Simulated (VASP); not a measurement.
Input of a VASP 6.6.1 run:

Contents of POSCAR:

```
KI
1.0
    4.2909401194      0.0000000000      0.0000000000
    0.0000000000      4.2909401194      0.0000000000
    0.0000000000      0.0000000000      4.2909401194
K I
1 1
Direct
    0.0000000000      0.0000000000      0.0000000000
    0.5000000000      0.5000000000      0.5000000000
```

The input INCAR.step1:

```
PREC = Accurate
ENCUT = 520
ISMEAR = 0
SIGMA = 0.01
LREAL = F
LASPH = T
NELM = 100
NBANDS = 15
GGA = PE
ALGO = Normal
EDIFF = 1E-4
LWAVE = T
LCHARG = F
```

INCAR.step2

```
PREC = Accurate
ENCUT = 520
EDIFF = 1E-7
ISMEAR = 0
SIGMA = 0.01
LREAL = F
LASPH = T
NELM = 100
ALGO = Normal
ISIF = 2
LWAVE = F
LCHARG = F
METAGGA = R2SCAN
LMIXTAU = T
NBANDS = 15
ISTART = 1
```

KPOINTS

```
regular mesh
0
Gamma
  6 6 6
```

Potentials or basis: VASP PAW PBE potentials, release 64 (K_sv, I).

Run with:

```sh
$ cat potpaw_PBE.64/K_sv/POTCAR potpaw_PBE.64/I/POTCAR > POTCAR
$ cp INCAR.step1 INCAR
$ mpirun -np 1 vasp_std > vasp.out
$ cp INCAR.step2 INCAR
$ mpirun -np 1 vasp_std > vasp.out
```

**Question.** Estimate the band gap on the k mesh.

**Answer.** 4.04 eV, indirect (least direct gap 4.41 eV).

**Question.** What does it give for the pressure?

**Answer.** 0.0 GPa.

Caveat: the PAW data sets were made with another functional, which shifts forces and pressure a little; spin-orbit coupling is left out, which moves the levels of the heavy elements. r2SCAN opens gaps a little over a GGA but as a rule still falls short of measured ones.
